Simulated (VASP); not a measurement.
Set up this calculation in VASP 6.6.1, as the native input.

| Quantity | Value |
| --- | --- |
| Task | single point |
| Functional | PBE |
| Potentials or basis | VASP PAW PBE potentials, release 64 (Ru_pv) |
| Cutoff | 520 eV |
| k mesh | 20 × 20 × 20 |
| Occupations | gaussian, width 0.15 eV |
| Spin | no spin polarisation |
| Dipole correction | no |
| Further INCAR settings | ALGO = Normal; EDIFF = 1e-06; NBANDS = 13 |

The structure of Ru lies in POSCAR:

```
Ru
1.0
   -0.1333558828      1.7669654465      1.7669654465
    1.7669654465     -0.1333558828      1.7669654465
    1.7669654465      1.7669654465     -0.1333558828
Ru
1
Direct
    0.0000000000      0.0000000000      0.0000000000
```

These files were run (other wordings do the same):

INCAR

```
SYSTEM = Ru
ALGO = Normal
EDIFF = 1E-6
ENCUT = 520
GGA = PE
ISIF = 2
ISMEAR = 0
LASPH = .True.
LCHARG = .False.
LREAL = .False.
LWAVE = .False.
NBANDS = 13
NELM = 80
PREC = Accurate
SIGMA = 0.15
```

KPOINTS

```
k-points
0
Gamma
  20 20 20
  0 0 0
```

Potentials or basis: VASP PAW PBE potentials, release 64 (Ru_pv).

The run is started by

```bash
$ cat potpaw_PBE.64/Ru_pv/POTCAR > POTCAR
$ mpirun -np 1 vasp_std > vasp.out
```

Results of the run:

```yaml
Pressure: 54.8 GPa
Band_gap_on_the_k_mesh: zero (band 7 reaches 17.24 eV, above the bottom of band 8 at 12.78 eV)
```

Run time: 54 s on 1 thread of AMD EPYC 9R45 96-Core Processor (Zen 5), on a shared host, peak memory 0.19 GiB.
